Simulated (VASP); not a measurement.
# CaO3 (Pm-3m) in VASP: further runs, part 2 of 2

VASP 6.6.1.

## 3. Relaxation of cell and atoms, PBE, collinear spin, ferromagnetic start

This run uses another cell than the first one, of 12.43 Å³/atom.

INCAR

```
PREC = Accurate
ENCUT = 600
EDIFF = 1E-6
ISMEAR = 0
SIGMA = 0.1
LREAL = False
LASPH = True
NELM = 150
ALGO = Normal
ISIF = 3
LWAVE = False
LCHARG = False
ISPIN = 2
MAGMOM = 0 1.46 1.46 1.46
LORBIT = 11
GGA = PE
IBRION = 2
NSW = 90
EDIFFG = -0.04
```

KPOINTS

```
regular mesh
0
Gamma
  6 6 6
```

POSCAR

```
CaO3
1.0
    3.6767037745      0.0000000000      0.0000000000
    0.0000000000      3.6767037745      0.0000000000
    0.0000000000      0.0000000000      3.6767037745
Ca O
1 3
Direct
    0.0000000000      0.0000000000      0.0000000000
    0.0000000000      0.5000000000      0.5000000000
    0.5000000000      0.0000000000      0.5000000000
    0.5000000000      0.5000000000      0.0000000000
```

Potentials or basis: VASP PAW PBE potentials, release 64 (Ca_sv, O).

Command:

```bash
cat potpaw_PBE.64/Ca_sv/POTCAR potpaw_PBE.64/O/POTCAR > POTCAR
mpirun -np 1 vasp_std > vasp.out
```

OUTCAR:

```text
PREC = Accurate
   ENCUT = 600
   EDIFF = 1E-6
   ISMEAR = 0
   LREAL = False
   LASPH = True
   NELM = 150
   ISIF = 3
   ISPIN = 2
   LORBIT = 11
   GGA = PE
   IBRION = 2
   NSW = 90
   EDIFFG = -0.04

 ion  position               nearest neighbor table
   1  0.000  0.000  0.000-
   2  0.000  0.500  0.500-
   3  0.500  0.000  0.500-
   4  0.500  0.500  0.000-

  LATTYP: Found a simple cubic cell.
 ALAT       =     3.6767037745

  Lattice vectors:

 A1 = (   3.6767037745,   0.0000000000,   0.0000000000)
 A2 = (   0.0000000000,   3.6767037745,   0.0000000000)
 A3 = (   0.0000000000,   0.0000000000,   3.6767037745)

Analysis of symmetry for initial positions (statically):
=====================================================================
 Subroutine PRICEL returns:
 Original cell was already a primitive cell.

 Routine SETGRP: Setting up the symmetry group for a
 simple cubic supercell.

 Subroutine GETGRP returns: Found 48 space group operations
[... 187 lines left out ...]
  -------------------------------------------------------------------------------------
  Total       -1.4969497     -1.4969497     -1.4969497      0.0000000     -0.0000000      0.0000000
  in kB      -48.2549512    -48.2549512    -48.2549512      0.0000000     -0.0000000      0.0000000
  external PRESSURE =     -48.2549512 kB  Pullay stress =       0.0000000 kB
[... 63 lines left out ...]
--------------------------------------- Ionic step        3  -------------------------------------------

 number of electron      28.0000003 magnetization       4.0000001

 Free energy of the ion-electron system (eV)
  ---------------------------------------------------
  ext. energy  EPLUGINS =         0.00000000
  ---------------------------------------------------
  free energy    TOTEN  =       -19.04512016 eV

  energy without entropy =      -19.03781130  energy(sigma->0) =      -19.04146573

 E-fermi :   1.3841     XC(G=0): -10.7328

 val. band max:        1.3279443996   @ k =   0.3333   0.3333   0.0000
 cond. band min:       1.4080792193   @ k =   0.3333   0.1667   0.1667
 fundamental gap:      0.0801348197
 Fermi energy:         1.3840624610

 spin component 1

 k-point     1 :       0.0000    0.0000    0.0000
  band No.  band energies     occupation
      1     -36.3011      1.00000
      2     -17.2749      1.00000
      3     -17.2749      1.00000
      4     -17.2749      1.00000
      5     -17.2230      1.00000
      6     -15.0485      1.00000
[... 436 lines left out ...]
      6     -15.7530      1.00000
[... 12 lines left out ...]
     19       9.1838      0.00000
     20      10.3646      0.00000
 Fermi energy:         1.3840624610

 spin component 2

 k-point     1 :       0.0000    0.0000    0.0000
  band No.  band energies     occupation
      1     -36.3259      1.00000
      2     -17.2980      1.00000
      3     -17.2980      1.00000
      4     -17.2980      1.00000
      5     -15.2091      1.00000
      6     -12.7311      1.00000
[... 480 lines left out ...]
  FREE ENERGIE OF THE ION-ELECTRON SYSTEM (eV)
  ---------------------------------------------------
  free  energy   TOTEN  =       -19.0451201633 eV

  energy  without entropy=      -19.0378112972  energy(sigma->0) =      -19.04146573

 reached required accuracy - stopping structural energy minimisation

 total charge

# of ion       s       p       d       tot
------------------------------------------
    1        2.022   5.866   0.234   8.122
    2        1.604   3.131   0.000   4.736
    3        1.604   3.131   0.000   4.736
    4        1.604   3.131   0.000   4.736
--------------------------------------------------
tot          6.835  15.260   0.234  22.329

 magnetization (x)

# of ion       s       p       d       tot
------------------------------------------
    1       -0.005  -0.004  -0.020  -0.029
    2        0.017   1.129   0.000   1.146
    3        0.017   1.129   0.000   1.146
    4        0.017   1.129   0.000   1.146
--------------------------------------------------
tot          0.047   3.383  -0.020   3.410
```

CONTCAR:

```text
CaO3
   1.00000000000000
     3.5983585828222977   -0.0000000000000000    0.0000000000000000
     0.0000000000000000    3.5983585828222977   -0.0000000000000000
    -0.0000000000000000   -0.0000000000000000    3.5983585828222977
  Ca              O
     1     3
Direct
     0.0000000000000000    0.0000000000000000    0.0000000000000000
     0.0000000000000000    0.5000000000000000    0.5000000000000000
     0.5000000000000000    0.0000000000000000    0.5000000000000000
     0.5000000000000000    0.5000000000000000    0.0000000000000000

  0.00000000E+00  0.00000000E+00  0.00000000E+00
  0.00000000E+00  0.00000000E+00  0.00000000E+00
  0.00000000E+00  0.00000000E+00  0.00000000E+00
  0.00000000E+00  0.00000000E+00  0.00000000E+00
```

Wall time 67 s (1 thread of Oxide Virtual Turin-like, shared host); peak memory 0.18 GiB.

Results:

| Quantity | Value |
| --- | --- |
| Free energy | -19.0451 eV |
| Relaxed volume | 11.65 Å³/atom |
| Relaxed cell | a = 3.598 Å, b = 3.598 Å, c = 3.598 Å, α = 90.00°, β = 90.00°, γ = 90.00° |
| Space group after relaxing (to 0.1 Å) | Pm-3m (No. 221) |
| Energy gained by relaxing | 12.4 meV/atom |
| Ionic steps | 3 |
| Pressure after relaxing | 0.0 GPa |
| Band gap on the k mesh | zero (filled and empty bands overlap) |
| Net moment | 4.00 μB per cell |
| Site moments | Ca -0.03; O +1.15 μB |
| Valence electrons inside the program's atomic spheres | Ca 8.12; O 4.74 |

The path:
```csv
step,energy change (eV),largest force (eV/Å),pressure (GPa),volume (Å³)
1,0.0000,0.0000,-4.83,49.70
2,-0.0485,0.0000,-0.86,47.06
3,-0.0498,0.0000,-0.01,46.59
```

Final structure:
```
CELL_PARAMETERS angstrom
3.59836 0.00000 0.00000
0.00000 3.59836 0.00000
0.00000 0.00000 3.59836
ATOMIC_POSITIONS crystal
Ca 0.00000 0.00000 0.00000
O 0.00000 0.50000 0.50000
O 0.50000 0.00000 0.50000
O 0.50000 0.50000 0.00000
```

Levels at points of the mesh, in eV from the Fermi level:
Spin up:
```
           k point  band 14  band 15  band 16  band 17  band 18  band 19
(0.00, 0.00, 0.00)    -0.47    -0.47    -0.47     6.09     6.09     7.90
(0.50, 0.00, 0.00)    -2.06    -0.91    -0.91     7.61     7.87     8.10
(0.50, 0.50, 0.00)    -2.20    -0.59    -0.51     8.15     8.22     9.17
(0.50, 0.50, 0.50)    -0.41    -0.41    -0.41     7.80     7.80     7.80
```
Spin down:
```
           k point  band 9  band 10  band 11  band 12  band 13  band 14  band 15  band 16
(0.00, 0.00, 0.00)   -1.93    -1.93     0.26     0.26     0.26     2.21     2.21     2.21
(0.50, 0.00, 0.00)   -1.73    -1.38    -0.91    -0.31    -0.31     0.46     1.71     1.71
(0.50, 0.50, 0.00)   -1.36    -0.88    -0.88    -0.51    -0.51     0.53     1.46     2.53
(0.50, 0.50, 0.50)   -2.30    -2.30    -2.30     1.61     1.61     1.61     2.56     2.56
```

## 4. Single point, PBE, collinear spin, ferromagnetic start

INCAR

```
SYSTEM = CaO3
PREC = Accurate
ENCUT = 520
EDIFF = 1E-6
ISMEAR = 0
SIGMA = 0.1
LREAL = .FALSE.
LASPH = .TRUE.
NELM = 150
ALGO = Normal
ISIF = 2
LWAVE = .FALSE.
LCHARG = .TRUE.
ISPIN = 2
MAGMOM = 0 1.46 1.46 1.46
LORBIT = 11
GGA = PE
LELF = .TRUE.
LVHAR = .TRUE.
NBANDS = 26
```

KPOINTS

```
regular mesh
0
G
  14 14 14
  0 0 0
```

POSCAR

```
CaO3
1.0
    3.5982067413      0.0000000000      0.0000000000
    0.0000000000      3.5982067413      0.0000000000
    0.0000000000      0.0000000000      3.5982067413
Ca O
1 3
Direct
    0.0000000000      0.0000000000      0.0000000000
    0.0000000000      0.5000000000      0.5000000000
    0.5000000000      0.0000000000      0.5000000000
    0.5000000000      0.5000000000      0.0000000000
```

Command:

```bash
cat potpaw_PBE.64/Ca_sv/POTCAR potpaw_PBE.64/O/POTCAR > POTCAR
mpirun -np 1 vasp_std > vasp.out
```

It took 2.3 min on 1 thread of Oxide Virtual Turin-like, shared host; peak memory 0.29 GiB.

The run converged. Its results:

| Item | Value |
| --- | --- |
| Free energy | -19.0308 eV |
| Pressure | 0.2 GPa |
| Band gap on the k mesh | zero (filled and empty bands overlap) |
| Net moment | 4.00 μB per cell |
| Site moments | Ca -0.03; O +1.15 μB |
| Valence electrons inside the program's atomic spheres | Ca 8.12; O 4.74 |

Levels at points of the mesh, in eV from the Fermi level:
Spin up:
```tsv
k point	band 14	band 15	band 16	band 17	band 18	band 19
(0.00, 0.00, 0.00)	-0.46	-0.46	-0.46	6.11	6.11	7.92
(0.50, 0.00, 0.00)	-2.04	-0.90	-0.90	7.64	7.89	8.12
(0.50, 0.50, 0.00)	-2.19	-0.59	-0.49	8.17	8.24	9.19
(0.50, 0.50, 0.50)	-0.39	-0.39	-0.39	7.82	7.82	7.82
```
Spin down:
| k point | band 8 | band 9 | band 10 | band 11 | band 12 | band 13 | band 14 | band 15 | band 16 | band 17 |
| --- | --- | --- | --- | --- | --- | --- | --- | --- | --- | --- |
| (0.00, 0.00, 0.00) | -1.91 | -1.91 | -1.91 | 0.27 | 0.27 | 0.27 | 2.23 | 2.23 | 2.23 | 6.14 |
| (0.50, 0.00, 0.00) | -1.72 | -1.72 | -1.36 | -0.90 | -0.30 | -0.30 | 0.47 | 1.73 | 1.73 | 8.01 |
| (0.50, 0.50, 0.00) | -3.20 | -1.35 | -0.87 | -0.87 | -0.50 | -0.50 | 0.55 | 1.47 | 2.55 | 8.32 |
| (0.50, 0.50, 0.50) | -3.05 | -2.29 | -2.29 | -2.29 | 1.62 | 1.62 | 1.62 | 2.58 | 2.58 | 7.94 |

## 5. Overview

```tsv
task	cell	k mesh	cutoff (eV)	gap on the mesh (eV)	pressure (GPa)	moment (μB)
single point	a = 3.598 Å, 4 atoms	6 × 6 × 6	520	none	0.2	4.00
relaxation of cell and atoms	relaxed from a = 3.677 Å, 4 atoms	6 × 6 × 6	600	none	0.0	4.00
single point	a = 3.598 Å, 4 atoms	14 × 14 × 14	520	none	0.2	4.00
```

Alike in all rows: level PBE; potentials or basis VASP PAW PBE potentials, release 64 (Ca_sv, O); spin collinear, ferromagnetic start; smearing gaussian 0.1 eV.

Total energies depend on the potentials used, so only differences within one code and one set of settings carry meaning.
